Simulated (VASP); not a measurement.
# Cu (Fm-3m) in VASP: further runs

Cu is run at these levels: r2SCAN; tasks: single point.

Program: VASP 6.6.1. These are calculated values, not measurements. Logs are shortened: lines on timing, memory, paths and dates and some standing lists are left out, and cuts for length are marked.

## (1) The cell of the first run

Symmetry: Fm-3m, No. 225, cubic system. The conventional cell has a = 3.528 Å, b = 3.528 Å, c = 3.528 Å, α = 90.00°, β = 90.00°, γ = 90.00°. Cu (site symmetry m-3m) has 12 Cu at 2.49 Å within 3.3 Å.

## (2) Single point, r2SCAN (10.98 Å³/atom)

POSCAR reads:

```
Cu
1.0
    0.0000000000      1.7639655262      1.7639655262
    1.7639655262      0.0000000000      1.7639655262
    1.7639655262      1.7639655262      0.0000000000
Cu
1
Direct
    0.0000000000      0.0000000000      0.0000000000
```

INCAR.step1 reads:

```
SYSTEM = Cu
PREC = Accurate ; ENCUT = 520
ISMEAR = -1 ; SIGMA = 0.1
LREAL = .FALSE. ; LASPH = .TRUE.
NELM = 80 ; NBANDS = 12
GGA = PE ; ALGO = Normal
EDIFF = 1E-4 ; LWAVE = .TRUE.
LCHARG = .FALSE.
```

INCAR.step2 reads:

```
SYSTEM = Cu
PREC = Accurate ; ENCUT = 520
EDIFF = 1E-6 ; ISMEAR = -1
SIGMA = 0.1 ; LREAL = .FALSE.
LASPH = .TRUE. ; NELM = 80
ALGO = Normal ; ISIF = 2
LWAVE = .FALSE. ; LCHARG = .FALSE.
METAGGA = R2SCAN ; LMIXTAU = .TRUE.
NBANDS = 12 ; ISTART = 1
```

KPOINTS reads:

```
regular mesh
0
G
  25 25 25
  0 0 0
```

Potentials or basis: VASP PAW PBE potentials, release 64 (Cu).

The run is started by

```console
$ cat potpaw_PBE.64/Cu/POTCAR > POTCAR
$ cp INCAR.step1 INCAR
$ mpirun -np 1 vasp_std > vasp.out
$ cp INCAR.step2 INCAR
$ mpirun -np 1 vasp_std > vasp.out
```

OUTCAR:

```text
SYSTEM = Cu
   PREC = Accurate
   ENCUT = 520
   EDIFF = 1E-6
   ISMEAR = -1
   LREAL = .FALSE.
   LASPH = .TRUE.
   NELM = 80
   ISIF = 2
   METAGGA = R2SCAN
   ISTART = 1

 ion  position               nearest neighbor table
   1  0.000  0.000  0.000-

  LATTYP: Found a face centered cubic cell.
 ALAT       =     3.5279310524

  Lattice vectors:

 A1 = (   0.0000000000,   1.7639655262,   1.7639655262)
 A2 = (   1.7639655262,   0.0000000000,   1.7639655262)
 A3 = (   1.7639655262,   1.7639655262,   0.0000000000)

Analysis of symmetry for initial positions (statically):
=====================================================================
 Subroutine PRICEL returns:
 Original cell was already a primitive cell.

 Routine SETGRP: Setting up the symmetry group for a
 face centered cubic supercell.

 Subroutine GETGRP returns: Found 48 space group operations
 (whereof 48 operations were pure point group operations)
 out of a pool of 48 trial point group operations.

The static configuration has the point symmetry O_h .

Analysis of symmetry for dynamics (positions and initial velocities):
=====================================================================
 Subroutine PRICEL returns:
 Original cell was already a primitive cell.

 Routine SETGRP: Setting up the symmetry group for a
 face centered cubic supercell.

 Subroutine GETGRP returns: Found 48 space group operations
 (whereof 48 operations were pure point group operations)
 out of a pool of 48 trial point group operations.

The dynamic configuration has the point symmetry O_h .

 Subroutine INISYM returns: Found 48 space group operations
 (whereof 48 operations are pure point group operations),
 and found     1 'primitive' translations

----------------------------------------------------------------------------------------

                                     Primitive cell

  volume of cell :      10.9774

  direct lattice vectors                    reciprocal lattice vectors
     0.000000000  1.763965526  1.763965526    -0.283452252  0.283452252  0.283452252
     1.763965526  0.000000000  1.763965526     0.283452252 -0.283452252  0.283452252
     1.763965526  1.763965526  0.000000000     0.283452252  0.283452252 -0.283452252

  length of vectors
     2.494623971  2.494623971  2.494623971     0.490953701  0.490953701  0.490953701

  position of ions in fractional coordinates (direct lattice)
     0.000000000  0.000000000  0.000000000

  ion indices of the primitive-cell ions
   primitive index   ion index
                 1           1

----------------------------------------------------------------------------------------

 KPOINTS: regular mesh

Automatic generation of k-mesh.
 Grid dimensions read from file:
 generate k-points for:   25   25   25

 Generating k-lattice:

  Cartesian coordinates                     Fractional coordinates (reciprocal lattice)
    -0.011338090  0.011338090  0.011338090     0.040000000  0.000000000  0.000000000
     0.011338090 -0.011338090  0.011338090     0.000000000  0.040000000  0.000000000
     0.011338090  0.011338090 -0.011338090     0.000000000  0.000000000  0.040000000

  Length of vectors
     0.019638148  0.019638148  0.019638148

  Shift w.r.t. Gamma in fractional coordinates (k-lattice)
     0.000000000  0.000000000  0.000000000

 Subroutine IBZKPT returns following result:
 ===========================================

 Found    455 irreducible k-points:

 Following reciprocal coordinates:
            Coordinates               Weight
  0.000000  0.000000  0.000000      1.000000
  0.040000  0.000000  0.000000      8.000000
  0.080000  0.000000  0.000000      8.000000
  0.120000  0.000000  0.000000      8.000000
  0.160000  0.000000  0.000000      8.000000
  0.200000  0.000000  0.000000      8.000000
[... 16 lines left out ...]
  0.400000  0.040000  0.000000     24.000000
  0.440000  0.040000  0.000000     24.000000
 [... further k-points ...]
   k-points           NKPTS =    455   k-points in BZ     NKDIM =    455   number of bands    NBANDS=     12
   number of dos      NEDOS =    301   number of ions     NIONS =      1
   total plane-waves  NPLWV =   8000
   dimension x,y,z NGX =    20 NGY =   20 NGZ =   20
   dimension x,y,z NGXF=    40 NGYF=   40 NGZF=   40
   ions per type =               1
   NGX,Y,Z   is equivalent  to a cutoff of  13.33, 13.33, 13.33 a.u.
   NGXF,Y,Z  is equivalent  to a cutoff of  26.66, 26.66, 26.66 a.u.
 SYSTEM =  Cu
   PREC   = accura    normal or accurate (medium, high low for compatibility)
   ISTART =      1    job   : 0-new  1-cont  2-samecut
   ICHARG =      0    charge: 1-file 2-atom 10-const
   ISPIN  =      1    spin polarized calculation?
   LNONCOLLINEAR =      F non collinear calculations
   LSORBIT =      F    spin-orbit coupling
   LASPH  =      T    aspherical Exc in radial PAW
   ENCUT  =  520.0 eV  38.22 Ry    6.18 a.u.   4.64  4.64  4.64*2*pi/ulx,y,z
   NELM   =     80;   NELMIN=  2; NELMDL=  0     # of ELM steps
   EDIFF  = 0.1E-05   stopping-criterion for ELM
   LREAL  =      F    real-space projection
   EDIFFG = 0.1E-04   stopping-criterion for IOM
   NSW    =      0    number of steps for IOM
   IBRION =     -1    ionic relax: 0-MD 1-quasi-New 2-CG
   NFREE  =      0    steps in history (QN), initial steepest desc. (CG)
   ISIF   =      2    stress and relaxation
   ISYM   =      2    0-nonsym 1-usesym 2-fastsym
   POTIM  = 0.5000    time-step for ionic-motion
   TEBEG  =    0.0;   TEEND  =   0.0 temperature during run
   PSTRESS=    0.0 pullay stress
   NELECT =      11.0000    total number of electrons
   NUPDOWN=      -1.0000    fix difference up-down
   EMIN   =  10.00;   EMAX   =-10.00  energy-range for DOS
   EFERMI =   0.00;   METHOD = LEGACY
   ISMEAR =    -1;   SIGMA  =   0.10  broadening in eV -4-tet -1-fermi 0-gaus
   EFERMI_NEDOS =   21; number of points for ismear=-14 and -15
   IALGO  =     38    algorithm
   IMIX   =      4    mixing-type and parameters
     AMIX     =   0.40;   BMIX     =  1.00
     AMIX_MAG =   1.60;   BMIX_MAG =  1.00
  volume/ion in A,a.u.               =      10.98        74.08
  Fermi-wavevector in a.u.,A,eV,Ry     =   1.638220  3.095787 36.514849  2.683766
  Thomas-Fermi vector in A             =   2.729229
   LORBIT       =      0    0 simple, 1 ext, 2 COOP (PROOUT), +10 PAW based schemes
   METAGGA = R2SCAN    functional components
   LHFCALC =     F    Hartree Fock is set to
   AEXX    =    0.0000 exact exchange contribution
   IVDW    =     0    specifies the selected vdW correction
   LEPSILON=     F    determine dielectric tensor
   LRPA    =     F    only Hartree local field effects (RPA)
 non-spin polarized calculation
  energy-cutoff  :      520.00
  volume of cell :       10.98
 maximum number of plane-waves:       307
   NGX =  9   NGY =  9   NGZ =  9

 number of electron      11.0000003 magnetization

 Free energy of the ion-electron system (eV)
  ---------------------------------------------------
  ext. energy  EPLUGINS =         0.00000000
  ---------------------------------------------------
  free energy    TOTEN  =       -10.81790699 eV

  energy without entropy =      -10.80814577  energy(sigma->0) =      -10.81302638

 E-fermi :   8.3635     XC(G=0): -14.2446

 val. band max:        8.3622562283   @ k =  -0.4800   0.1600   0.0800
 cond. band min:       8.3661281347   @ k =   0.4800   0.1600   0.0000
 fundamental gap:      0.0038719064
 Fermi energy:         8.3635191904

 k-point     1 :       0.0000    0.0000    0.0000
  band No.  band energies     occupation
      1      -1.9292      2.00000
      2       4.9519      2.00000
      3       4.9519      2.00000
      4       4.9519      2.00000
      5       5.8680      2.00000
      6       5.8680      2.00000
      7      32.3201      0.00000
      8      35.9442      0.00000
      9      35.9442      0.00000
     10      35.9445      0.00000
     11      38.4158      0.00000
     12      38.4158      0.00000

 k-point     2 :       0.0400    0.0000    0.0000
  band No.  band energies     occupation
      1      -1.8652      2.00000
      2       4.9371      2.00000
      3       4.9647      2.00000
      4       4.9648      2.00000
      5       5.8627      2.00000
      6       5.8627      2.00000
      7      32.0695      0.00000
      8      34.8462      0.00000
      9      35.7114      0.00000
     10      35.7116      0.00000
     11      38.7339      0.00000
     12      38.7339      0.00000

 k-point     3 :       0.0800    0.0000    0.0000
  band No.  band energies     occupation
      1      -1.6745      2.00000
      2       4.8947      2.00000
      3       5.0005      2.00000
      4       5.0005      2.00000
      5       5.8492      2.00000
      6       5.8492      2.00000
      7      30.9521      0.00000
      8      33.7258      0.00000
      9      35.2214      0.00000
     10      35.2216      0.00000
     11      39.4637      0.00000
     12      39.4638      0.00000

 k-point     4 :       0.1200    0.0000    0.0000
  band No.  band energies     occupation
      1      -1.3606      2.00000
      2       4.8312      2.00000
      3       5.0507      2.00000
      4       5.0508      2.00000
      5       5.8355      2.00000
      6       5.8355      2.00000
      7      29.0029      0.00000
      8      33.2933      0.00000
      9      34.6939      0.00000
     10      34.6941      0.00000
     11      40.3064      0.00000
     12      40.3339      0.00000

 k-point     5 :       0.1600    0.0000    0.0000
  band No.  band energies     occupation
      1      -0.9305      2.00000
      2       4.7573      2.00000
      3       5.1004      2.00000
      4       5.1005      2.00000
      5       5.8358      2.00000
      6       5.8359      2.00000
      7      26.8226      0.00000
      8      33.0376      0.00000
      9      34.2067      0.00000
     10      34.2068      0.00000
     11      40.3418      0.00000
     12      40.8511      0.00000
[... 228 lines left out ...]
      1       1.3631      2.00000
      2       4.7185      2.00000
      3       5.0491      2.00000
      4       5.0887      2.00000
      5       6.1065      2.00000
      6       6.2057      2.00000
      7      19.1467      0.00000
      8      31.3387      0.00000
      9      31.6612      0.00000
     10      34.3898      0.00000
     11      36.8322      0.00000
     12      39.1289      0.00000

 k-point    22 :       0.3600    0.0400    0.0000
  band No.  band energies     occupation
      1       1.9347      2.00000
      2       4.9672      2.00000
      3       4.9966      2.00000
      4       5.0395      2.00000
      5       6.2789      2.00000
      6       6.3199      2.00000
      7      17.2708      0.00000
      8      31.0481      0.00000
      9      31.5555      0.00000
     10      33.7700      0.00000
     11      36.4636      0.00000
     12      38.2779      0.00000

 k-point    23 :       0.4000    0.0400    0.0000
  band No.  band energies     occupation
      1       2.3387      2.00000
      2       4.9396      2.00000
      3       4.9918      2.00000
      4       5.4113      2.00000
      5       6.4183      2.00000
      6       6.4888      2.00000
      7      15.5564      0.00000
      8      30.7936      0.00000
      9      31.5569      0.00000
     10      33.1792      0.00000
     11      36.2433      0.00000
     12      37.5311      0.00000

 k-point    24 :       0.4400    0.0400    0.0000
  band No.  band energies     occupation
      1       2.5648      2.00000
      2       4.9011      2.00000
      3       4.9530      2.00000
      4       5.8844      2.00000
      5       6.4889      2.00000
      6       6.8105      2.00000
      7      14.0835      0.00000
      8      30.5857      0.00000
      9      31.6703      0.00000
     10      32.6667      0.00000
     11      36.1689      0.00000
     12      36.9005      0.00000

 [... further k-points ...]

------------------------ aborting loop because EDIFF is reached ----------------------------------------

  FORCE on cell =-STRESS in cart. coord.  units (eV):
  Direction    XX          YY          ZZ          XY          YZ          ZX
  --------------------------------------------------------------------------------------
  -------------------------------------------------------------------------------------
  Total        0.5497829      0.5497829      0.5497829     -0.0000000     -0.0000000      0.0000000
  in kB       80.2419655     80.2419655     80.2419655     -0.0000000     -0.0000000      0.0000000
  external PRESSURE =      80.2419655 kB  Pullay stress =       0.0000000 kB

 VOLUME and BASIS-vectors are now :
 -----------------------------------------------------------------------------
  energy-cutoff  :      520.00
  volume of cell :       10.98
      direct lattice vectors                 reciprocal lattice vectors
     0.000000000  1.763965526  1.763965526    -0.283452252  0.283452252  0.283452252
     1.763965526  0.000000000  1.763965526     0.283452252 -0.283452252  0.283452252
     1.763965526  1.763965526  0.000000000     0.283452252  0.283452252 -0.283452252

 POSITION                                       TOTAL-FORCE (eV/Angst)
 -----------------------------------------------------------------------------------
      0.00000      0.00000      0.00000         0.000000      0.000000      0.000000
 -----------------------------------------------------------------------------------
    total drift:                                0.000000      0.000000      0.000000

  FREE ENERGIE OF THE ION-ELECTRON SYSTEM (eV)
  ---------------------------------------------------
  free  energy   TOTEN  =       -10.8179069893 eV

  energy  without entropy=      -10.8081457650  energy(sigma->0) =      -10.81302638
```

It took 3.3 min on 1 thread of Intel Xeon Platinum 8375C at 2.90GHz (Ice Lake), shared host; peak memory 0.17 GiB.

Results:

```yaml
Free_energy: -10.8179 eV
Pressure: 8.0 GPa
Band_gap_on_the_k_mesh: zero (an odd number of electrons rules out a gap without spin polarisation)
```

Levels at points of the mesh, in eV from the Fermi level:
```
           k point  band 4  band 5  band 6  band 7  band 8  band 9
(0.00, 0.00, 0.00)   -3.41   -2.50   -2.50   23.96   27.58   27.58
```

Caveat: the cell stands under pressure; the PAW data sets were made with another functional, which shifts forces and pressure a little.

## (3) Single point, r2SCAN

This run uses another cell than the first one, of 11.43 Å³/atom.

POSCAR reads:

```
Cu
1.0
    0.0000000000      1.7881324406      1.7881324406
    1.7881324406      0.0000000000      1.7881324406
    1.7881324406      1.7881324406      0.0000000000
Cu
1
Direct
    0.0000000000      0.0000000000      0.0000000000
```

INCAR.step1 reads:

```
SYSTEM = Cu
PREC = Accurate
ENCUT = 520
ISMEAR = -1
SIGMA = 0.1
LREAL = .FALSE.
LASPH = .TRUE.
NELM = 60
NBANDS = 12
GGA = PE
ALGO = Normal
EDIFF = 1E-4
LWAVE = .TRUE.
LCHARG = .FALSE.
```

INCAR.step2 reads:

```
SYSTEM = Cu
PREC = Accurate
ENCUT = 520
EDIFF = 1E-7
ISMEAR = -1
SIGMA = 0.1
LREAL = .FALSE.
LASPH = .TRUE.
NELM = 60
ALGO = Normal
ISIF = 2
LWAVE = .FALSE.
LCHARG = .TRUE.
METAGGA = R2SCAN
LMIXTAU = .TRUE.
LELF = .TRUE.
LVHAR = .TRUE.
NBANDS = 12
ISTART = 1
```

KPOINTS reads:

```
Automatic mesh
0
G
  25 25 25
  0 0 0
```

Potentials or basis: VASP PAW PBE potentials, release 64 (Cu).

The run is started by

```console
$ cat potpaw_PBE.64/Cu/POTCAR > POTCAR
$ cp INCAR.step1 INCAR
$ mpirun -np 1 vasp_std > vasp.out
$ cp INCAR.step2 INCAR
$ mpirun -np 1 vasp_std > vasp.out
```

Wall time 3.5 min (1 thread of Intel Xeon Platinum 8375C at 2.90GHz (Ice Lake), shared host); peak memory 0.18 GiB.

Results (log left out):

* Free energy: -10.8306 eV
* Pressure: 0.7 GPa
* Band gap on the k mesh: zero (an odd number of electrons rules out a gap without spin polarisation)

Levels at points of the mesh, in eV from the Fermi level:
| k point | band 4 | band 5 | band 6 | band 7 | band 8 | band 9 |
| --- | --- | --- | --- | --- | --- | --- |
| (0.00, 0.00, 0.00) | -3.26 | -2.41 | -2.41 | 23.63 | 26.92 | 26.92 |

Caveat: the PAW data sets were made with another functional, which shifts forces and pressure a little.
